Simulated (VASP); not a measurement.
Ta4C3, 7 atoms in the cell. The cell holds a slab with vacuum, 7 atoms: a = 3.103 Å, b = 3.103 Å, c = 16.264 Å, α = 95.47°, β = 95.47°, γ = 60.00°.  This cell differs from its parent crystal: the distance across one plane changed.

```yaml
Program: VASP 6.6.1
Task: single point
Functional: PBEsol
Potentials_or_basis: VASP PAW PBE potentials, release 64 (Ta_pv, C)
Cutoff: 520 eV
k_mesh: 14 × 14 × 4
Occupations: gaussian, width 0.15 eV
Spin: no spin polarisation
Dipole_correction: no
Further_INCAR_settings: ALGO = Fast; EDIFF = 1e-06; NBANDS = 37; ISYM = 0
```

Potentials or basis: VASP PAW PBE potentials, release 64 (Ta_pv, C).

Launch:

```bash
$ cat potpaw_PBE.64/Ta_pv/POTCAR potpaw_PBE.64/C/POTCAR > POTCAR
$ mpirun -np 4 vasp_std > vasp.out
```

Hardware: 4 MPI ranks on Oxide Virtual Turin-like Processor, on a shared host.

Task: Estimate the wall time of this run.

Result: Run time: 20 min on 4 MPI ranks on Oxide Virtual Turin-like Processor (shared host), peak memory 1.4 GiB a rank. Counts: scf iterations 21, k points 396.
